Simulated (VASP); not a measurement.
Se: single point with PBE+D3(BJ)

The system is Se.

```
CELL_PARAMETERS angstrom
4.19503 0.00000 0.00000
-2.09752 3.63300 0.00000
0.00000 0.00000 5.07934
ATOMIC_POSITIONS crystal
Se 0.24735 0.00000 0.33333
Se 0.00000 0.24735 0.66667
Se 0.75265 0.75265 0.00000
```

This cell differs from its parent crystal: volume 25.804 Å^3 an atom, c/a of the conventional cell 1.2108.

* Program: VASP 6.6.1
* Task: single point
* Functional: PBE
* Dispersion: D3(BJ)
* Potentials or basis: VASP PAW PBE potentials, release 64 (Se)
* Cutoff: 520 eV
* k mesh: 12 × 12 × 8
* Occupations: gaussian, width 0.05 eV
* Spin: no spin polarisation
* Dipole correction: no
* Further INCAR settings: ALGO = Normal; EDIFF = 1e-06; NBANDS = 16

- Pressure: -2.2 GPa
- Largest force: 0.332 eV/Å
- Band gap on the k mesh: 0.69 eV, indirect (least direct gap 0.79 eV)
- Dispersion energy per atom: -0.337 eV

Forces in eV/Å, atoms in the order of the input:
```
Se  -0.332  0.000  0.000
Se   0.166 -0.287  0.000
Se   0.166  0.287  0.000
```

Stress tensor (GPa, compression positive):
```
-2.34  0.00  0.00
 0.00 -2.34  0.00
 0.00  0.00 -2.04
```

Levels at points of the mesh, in eV from the valence-band top:
| k point | band 5 | band 6 | band 7 | band 8 | band 9 | band 10 | band 11 | band 12 | band 13 | band 14 |
| --- | --- | --- | --- | --- | --- | --- | --- | --- | --- | --- |
| (0.00, 0.00, 0.00) | -3.48 | -3.48 | -1.87 | -1.87 | -0.57 | 1.44 | 1.44 | 1.82 | 6.51 | 6.51 |
| (0.50, 0.00, 0.00) | -4.73 | -3.67 | -3.24 | -1.43 | -0.97 | 1.47 | 1.67 | 3.97 | 4.65 | 8.25 |
| (0.00, 0.00, 0.50) | -3.14 | -3.14 | -1.43 | -1.43 | -1.28 | 0.80 | 0.80 | 0.96 | 6.01 | 6.99 |
| (0.50, 0.00, 0.50) | -4.23 | -4.13 | -2.29 | -1.75 | -0.02 | 1.46 | 2.50 | 2.73 | 6.17 | 7.57 |

Wall time 2.5 min on 1 thread of Oxide Virtual Turin-like Processor, with other jobs on the host, peak memory 0.24 GiB.

 A k mesh can miss the band edges.
